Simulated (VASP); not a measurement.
Here is a VASP 6.6.1 calculation.

INCAR

```
PREC = Accurate ; ENCUT = 520
EDIFF = 1E-8 ; ISMEAR = -1
SIGMA = 0.03 ; LREAL = F
LASPH = T ; NELM = 60
ALGO = Normal ; ISIF = 2
LWAVE = F ; LCHARG = F
LEFG = T ; NBANDS = 11
```

File KPOINTS:

```
Automatic mesh
0
Gamma
  16 16 16
```

The input POSCAR:

```
C
1.0
    0.0000000000      1.8183775075      1.8183775075
    1.8183775075      0.0000000000      1.8183775075
    1.8183775075      1.8183775075      0.0000000000
C
2
Direct
    0.5000000000      0.5000000000      0.5000000000
    0.7500000000      0.7500000000      0.7500000000
```

Potentials or basis: VASP PAW LDA potentials, release 64 (C).

Command:

```sh
$ cat potpaw_LDA.64/C/POTCAR > POTCAR
$ mpirun -np 1 vasp_std > vasp.out
```

Task: What does it give for the pressure?

Result: -33.8 GPa.

Task: What does it give for the band gap on the k mesh?

Result: 3.96 eV, indirect (least direct gap 5.38 eV).

Caveat: without QUAD_EFG the Cq values of the log hold for a quadrupole moment of 1 mb, not for the nuclei. A k mesh can miss the band edges.
